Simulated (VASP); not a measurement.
Set up this calculation in VASP 6.6.1, as the native input.

- Task: single point
- Functional: PBEsol
- Potentials or basis: VASP PAW PBE potentials, release 64 (Mo_sv, Sb)
- Cutoff: 520 eV
- k mesh: 10 × 10 × 10
- Occupations: gaussian, width 0.05 eV
- Spin: no spin polarisation
- Dipole correction: no
- Further INCAR settings: ALGO = Normal; EDIFF = 1e-07; NBANDS = 16

The structure of SbMo lies in POSCAR:

```
SbMo
1.0
    0.0000000000      2.7611986917      2.7611986917
    2.7611986917      0.0000000000      2.7611986917
    2.7611986917      2.7611986917      0.0000000000
Mo Sb
1 1
Direct
    0.5000000000      0.5000000000      0.5000000000
    0.0000000000      0.0000000000      0.0000000000
```

This cell differs from its parent crystal: volume scaled by 1.040.

One way to write it, as run:

INCAR

```
SYSTEM = SbMo
PREC = Accurate
ENCUT = 520
EDIFF = 1E-7
ISMEAR = 0
SIGMA = 0.05
LREAL = .False.
LASPH = .True.
NELM = 80
ALGO = Normal
ISIF = 2
LWAVE = .False.
LCHARG = .True.
GGA = PS
LELF = .True.
LVHAR = .True.
NBANDS = 16
```

KPOINTS

```
Automatic mesh
0
Gamma
  10 10 10
  0 0 0
```

Potentials or basis: VASP PAW PBE potentials, release 64 (Mo_sv, Sb).

The run is started by

```bash
$ cat potpaw_PBE.64/Mo_sv/POTCAR potpaw_PBE.64/Sb/POTCAR > POTCAR
$ mpirun -np 1 vasp_std > vasp.out
```

Results of the run:

The pressure is -4.9 GPa.

Caveat: the PAW data sets were made with another functional, which shifts forces and pressure a little.

It took 48 s on 1 thread of Intel Xeon 8259CL, with other jobs on the host, peak memory 0.19 GiB.
